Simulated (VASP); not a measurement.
# HfN (P6_3/mmc) in VASP: further runs

Aim: see how the results for HfN move with the level of theory and the settings. Levels: PBEsol+D3(BJ), LDA, BLYP+D3(BJ). Tasks: single point, relaxation of cell and atoms.

All numbers are computed with VASP 6.6.1; they aren't measurements. Logs are shortened: lines on timing, memory, paths and dates and some standing lists are left out, and cuts for length are marked.

## Step 1: The cell of the first run

The structure is hexagonal, space group P6_3/mmc (No. 194). Conventional cell: a = 3.105 Å, b = 3.105 Å, c = 5.360 Å, α = 90.00°, β = 90.00°, γ = 120.00°. Hf (site symmetry -6m2) has 6 N at 2.24 Å within 3.0 Å. Within 3.0 Å of N (site symmetry -3m) lie 6 Hf at 2.24 Å and 2 N at 2.68 Å.

## Step 2: Single point, PBEsol+D3(BJ)

File INCAR:

```
PREC = Accurate ; ENCUT = 520
EDIFF = 1E-6 ; ISMEAR = 1
SIGMA = 0.05 ; LREAL = False
LASPH = True ; NELM = 100
ALGO = Normal ; ISIF = 2
LWAVE = False ; LCHARG = False
GGA = PS ; IVDW = 12
NBANDS = 23
```

File KPOINTS:

```
regular mesh
0
Gamma
  9 9 5
```

File POSCAR:

```
HfN
1.0
    3.1054238358      0.0000000000      0.0000000000
   -1.5527119179      2.6893759313      0.0000000000
    0.0000000000      0.0000000000      5.3596593388
Hf N
2 2
Direct
    0.6666666667      0.3333333333      0.7500000000
    0.3333333333      0.6666666667      0.2500000000
    0.0000000000      0.0000000000      0.0000000000
    0.0000000000      0.0000000000      0.5000000000
```

Potentials or basis: VASP PAW PBE potentials, release 64 (Hf_pv, N).

Command:

```bash
$ cat potpaw_PBE.64/Hf_pv/POTCAR potpaw_PBE.64/N/POTCAR > POTCAR
$ mpirun -np 1 vasp_std > vasp.out
```

OUTCAR:

```text
PREC = Accurate
   ENCUT = 520
   EDIFF = 1E-6
   ISMEAR = 1
   LREAL = False
   LASPH = True
   NELM = 100
   ISIF = 2
   GGA = PS
   IVDW = 12
 IVDW          = 12

 ion  position               nearest neighbor table
   1  0.667  0.333  0.750-   3 2.24   4 2.24   3 2.24   4 2.24   3 2.24   4 2.24   2 3.22   2 3.22
                             2 3.22   2 3.22   2 3.22   2 3.22
   2  0.333  0.667  0.250-   3 2.24   4 2.24   3 2.24   4 2.24   3 2.24   4 2.24   1 3.22   1 3.22
                             1 3.22   1 3.22   1 3.22   1 3.22
   3  0.000  0.000  0.000-   1 2.24   2 2.24   2 2.24   1 2.24   1 2.24   2 2.24
   4  0.000  0.000  0.500-   1 2.24   2 2.24   2 2.24   1 2.24   1 2.24   2 2.24

  LATTYP: Found a hexagonal cell.
 ALAT       =     3.1054238358
 C/A-ratio  =     1.7259026858

  Lattice vectors:

 A1 = (   3.1054238358,   0.0000000000,   0.0000000000)
 A2 = (  -1.5527119179,   2.6893759313,   0.0000000000)
 A3 = (   0.0000000000,   0.0000000000,   5.3596593388)

Analysis of symmetry for initial positions (statically):
=====================================================================
 Subroutine PRICEL returns:
 Original cell was already a primitive cell.

 Routine SETGRP: Setting up the symmetry group for a
 hexagonal supercell.

 Subroutine GETGRP returns: Found 24 space group operations
 (whereof 12 operations were pure point group operations)
 out of a pool of 24 trial point group operations.

The static configuration has the point symmetry D_3d.
 The point group associated with its full space group is D_6h.

Analysis of symmetry for dynamics (positions and initial velocities):
=====================================================================
 Subroutine PRICEL returns:
 Original cell was already a primitive cell.

 Routine SETGRP: Setting up the symmetry group for a
 hexagonal supercell.

 Subroutine GETGRP returns: Found 24 space group operations
 (whereof 12 operations were pure point group operations)
 out of a pool of 24 trial point group operations.

The dynamic configuration has the point symmetry D_3d.
 The point group associated with its full space group is D_6h.

 Subroutine INISYM returns: Found 24 space group operations
 (whereof 12 operations are pure point group operations),
 and found     1 'primitive' translations

----------------------------------------------------------------------------------------

                                     Primitive cell

  volume of cell :      44.7620

  direct lattice vectors                    reciprocal lattice vectors
     3.105423836  0.000000000  0.000000000     0.322017236  0.185916738  0.000000000
    -1.552711918  2.689375931  0.000000000     0.000000000  0.371833476  0.000000000
     0.000000000  0.000000000  5.359659339     0.000000000  0.000000000  0.186579022

  length of vectors
     3.105423836  3.105423836  5.359659339     0.371833476  0.371833476  0.186579022

  position of ions in fractional coordinates (direct lattice)
     0.666666667  0.333333333  0.750000000
     0.333333333  0.666666667  0.250000000
     0.000000000  0.000000000  0.000000000
     0.000000000  0.000000000  0.500000000

  ion indices of the primitive-cell ions
   primitive index   ion index
                 1           1
                 2           2
                 3           3
                 4           4

----------------------------------------------------------------------------------------

 KPOINTS: regular mesh

Automatic generation of k-mesh.
 Grid dimensions read from file:
 generate k-points for:    9    9    5

 Generating k-lattice:

  Cartesian coordinates                     Fractional coordinates (reciprocal lattice)
     0.035779693  0.020657415  0.000000000     0.111111111  0.000000000  0.000000000
     0.000000000  0.041314831  0.000000000     0.000000000  0.111111111  0.000000000
     0.000000000  0.000000000  0.037315804     0.000000000  0.000000000  0.200000000

  Length of vectors
     0.041314831  0.041314831  0.037315804

  Shift w.r.t. Gamma in fractional coordinates (k-lattice)
     0.000000000  0.000000000  0.000000000

 Subroutine IBZKPT returns following result:
 ===========================================

 Found     36 irreducible k-points:

 Following reciprocal coordinates:
            Coordinates               Weight
  0.000000  0.000000  0.000000      1.000000
  0.111111  0.000000  0.000000      6.000000
  0.222222  0.000000  0.000000      6.000000
  0.333333 -0.000000  0.000000      6.000000
  0.444444  0.000000  0.000000      6.000000
  0.111111  0.111111  0.000000      6.000000
[... 16 lines left out ...]
  0.333333  0.222222  0.200000     24.000000
  0.333333  0.333333  0.200000      4.000000
 [... further k-points ...]
   k-points           NKPTS =     36   k-points in BZ     NKDIM =     36   number of bands    NBANDS=     23
   number of dos      NEDOS =    301   number of ions     NIONS =      4
   total plane-waves  NPLWV =  23040
   dimension x,y,z NGX =    24 NGY =   24 NGZ =   40
   dimension x,y,z NGXF=    48 NGYF=   48 NGZF=   80
   ions per type =               2   2
   NGX,Y,Z   is equivalent  to a cutoff of  12.85, 12.85, 12.41 a.u.
   NGXF,Y,Z  is equivalent  to a cutoff of  25.70, 25.70, 24.81 a.u.
 SYSTEM =  unknown system
   PREC   = accura    normal or accurate (medium, high low for compatibility)
   ISTART =      0    job   : 0-new  1-cont  2-samecut
   ICHARG =      2    charge: 1-file 2-atom 10-const
   ISPIN  =      1    spin polarized calculation?
   LNONCOLLINEAR =      F non collinear calculations
   LSORBIT =      F    spin-orbit coupling
   LASPH  =      T    aspherical Exc in radial PAW
   ENCUT  =  520.0 eV  38.22 Ry    6.18 a.u.   5.77  5.77  9.97*2*pi/ulx,y,z
   NELM   =    100;   NELMIN=  2; NELMDL= -5     # of ELM steps
   EDIFF  = 0.1E-05   stopping-criterion for ELM
   LREAL  =      F    real-space projection
   EDIFFG = 0.1E-04   stopping-criterion for IOM
   NSW    =      0    number of steps for IOM
   IBRION =     -1    ionic relax: 0-MD 1-quasi-New 2-CG
   NFREE  =      0    steps in history (QN), initial steepest desc. (CG)
   ISIF   =      2    stress and relaxation
   ISYM   =      2    0-nonsym 1-usesym 2-fastsym
   POTIM  = 0.5000    time-step for ionic-motion
   TEBEG  =    0.0;   TEEND  =   0.0 temperature during run
   PSTRESS=    0.0 pullay stress
   NELECT =      30.0000    total number of electrons
   NUPDOWN=      -1.0000    fix difference up-down
   EMIN   =  10.00;   EMAX   =-10.00  energy-range for DOS
   EFERMI =   0.00;   METHOD = LEGACY
   ISMEAR =     1;   SIGMA  =   0.05  broadening in eV -4-tet -1-fermi 0-gaus
   EFERMI_NEDOS =   21; number of points for ismear=-14 and -15
   IALGO  =     38    algorithm
   IMIX   =      4    mixing-type and parameters
     AMIX     =   0.40;   BMIX     =  1.00
     AMIX_MAG =   1.60;   BMIX_MAG =  1.00
  volume/ion in A,a.u.               =      11.19        75.52
  Fermi-wavevector in a.u.,A,eV,Ry     =   1.432667  2.707349 27.926447  2.052536
  Thomas-Fermi vector in A             =   2.552270
   LORBIT       =      0    0 simple, 1 ext, 2 COOP (PROOUT), +10 PAW based schemes
   GGA     = PS    functional components
   LHFCALC =     F    Hartree Fock is set to
   AEXX    =    0.0000 exact exchange contribution
   IVDW    =    12    specifies the selected vdW correction
   LEPSILON=     F    determine dielectric tensor
   LRPA    =     F    only Hartree local field effects (RPA)
 non-spin polarized calculation
 Methfessel and Paxton  Order N= 1 SIGMA  =   0.05
  energy-cutoff  :      520.00
  volume of cell :       44.76
 maximum number of plane-waves:      1216
 NGX is ok and might be reduce to    24
   NGX = 11   NGY = 11   NGZ = 19

 number of electron      29.9999997 magnetization

 Free energy of the ion-electron system (eV)
  ---------------------------------------------------
  ext. energy  EPLUGINS =         0.00000000
  ---------------------------------------------------
  free energy    TOTEN  =       -45.85362721 eV

  energy without entropy =      -45.85349682  energy(sigma->0) =      -45.85358375

 E-fermi :   8.1608     XC(G=0): -13.0545

 val. band max:        8.1411624193   @ k =   0.3333   0.3333   0.0000
 cond. band min:       8.1828140359   @ k =   0.2222   0.1111   0.4000
 fundamental gap:      0.0416516166
 Fermi energy:         8.1607802245

 k-point     1 :       0.0000    0.0000    0.0000
  band No.  band energies     occupation
      1     -23.6107      2.00000
      2     -22.6346      2.00000
      3     -22.5337      2.00000
      4     -22.5337      2.00000
      5     -22.4659      2.00000
      6     -22.4659      2.00000
[... 15 lines left out ...]
     22      13.8846      0.00000
     23      13.8846      0.00000

 k-point     2 :       0.1111    0.0000    0.0000
  band No.  band energies     occupation
      1     -23.5615      2.00000
      2     -22.6527      2.00000
      3     -22.6393      2.00000
      4     -22.5787      2.00000
      5     -22.5702      2.00000
      6     -22.4769      2.00000
[... 15 lines left out ...]
     22      13.4309      0.00000
     23      13.8351      0.00000

 k-point     3 :       0.2222    0.0000    0.0000
  band No.  band energies     occupation
      1     -23.4277      2.00000
      2     -22.9582      2.00000
      3     -22.8366      2.00000
      4     -22.6586      2.00000
      5     -22.6521      2.00000
      6     -22.5142      2.00000
[... 15 lines left out ...]
     22      13.1489      0.00000
     23      13.2696      0.00000
[... 495 lines left out ...]
 k-point    23 :       0.3333    0.2222    0.2000
  band No.  band energies     occupation
      1     -23.4007      2.00000
      2     -23.2484      2.00000
      3     -23.0437      2.00000
      4     -22.9261      2.00000
      5     -22.8537      2.00000
      6     -22.7512      2.00000
[... 15 lines left out ...]
     22      14.6698      0.00000
     23      15.5456      0.00000

 k-point    24 :       0.3333    0.3333    0.2000
  band No.  band energies     occupation
      1     -23.3365      2.00000
      2     -23.1519      2.00000
      3     -23.1519      2.00000
      4     -23.0529      2.00000
      5     -22.8206      2.00000
      6     -22.8206      2.00000
[... 15 lines left out ...]
     22      14.4278      0.00000
     23      16.0754      0.00000

 [... further k-points ...]

------------------------ aborting loop because EDIFF is reached ----------------------------------------

 Edisp (eV)   -1.59940

 E8    (eV) :    -1.1225

  FORCE on cell =-STRESS in cart. coord.  units (eV):
  Direction    XX          YY          ZZ          XY          YZ          ZX
  --------------------------------------------------------------------------------------
  -------------------------------------------------------------------------------------
  Total      -0.59886    -0.59886    -0.55155     0.00000     0.00000     0.00000
  in kB     -21.43518   -21.43518   -19.74168     0.00000     0.00000     0.00000
  external pressure =      -20.87 kB  Pullay stress =        0.00 kB

 VOLUME and BASIS-vectors are now :
 -----------------------------------------------------------------------------
  energy-cutoff  :      520.00
  volume of cell :       44.76
      direct lattice vectors                 reciprocal lattice vectors
     3.105423836  0.000000000  0.000000000     0.322017236  0.185916738  0.000000000
    -1.552711918  2.689375931  0.000000000     0.000000000  0.371833476  0.000000000
     0.000000000  0.000000000  5.359659339     0.000000000  0.000000000  0.186579022

 POSITION                                       TOTAL-FORCE (eV/Angst)
 -----------------------------------------------------------------------------------
      1.55271      0.89646      4.01974        -0.000000      0.000000      0.000000
     -0.00000      1.79292      1.33991         0.000000      0.000000      0.000000
      0.00000      0.00000      0.00000        -0.000000      0.000000      0.000000
      0.00000      0.00000      2.67983        -0.000000      0.000000      0.000000
 -----------------------------------------------------------------------------------
    total drift:                               -0.000000      0.000000     -0.000000

  FREE ENERGIE OF THE ION-ELECTRON SYSTEM (eV)
  ---------------------------------------------------
  free  energy   TOTEN  =       -47.4530268813 eV

  energy  without entropy=      -47.4528964876  energy(sigma->0) =      -47.45298342
```

Run time: 21 s. Hardware: 1 thread of AMD EPYC 7R13 (Zen 3), shared host; peak memory 0.16 GiB.

Results:

```yaml
Free_energy: -47.4530 eV
Pressure: -2.1 GPa
Band_gap_on_the_k_mesh: zero (band 15 reaches 9.52 eV, above the bottom of band 16 at 7.78 eV)
Dispersion_energy_per_atom: -0.400 eV
```

Stress tensor (GPa, compression positive):
```
-2.14  0.00  0.00
 0.00 -2.14  0.00
 0.00  0.00 -1.97
```

Caveat: the PAW data sets were made with another functional, which shifts forces and pressure a little; spin-orbit coupling is left out, which moves the levels of the heavy elements; pairwise dispersion overbinds metals, which lowers pressure and volume.

(Part 1 of 3 ends here.)
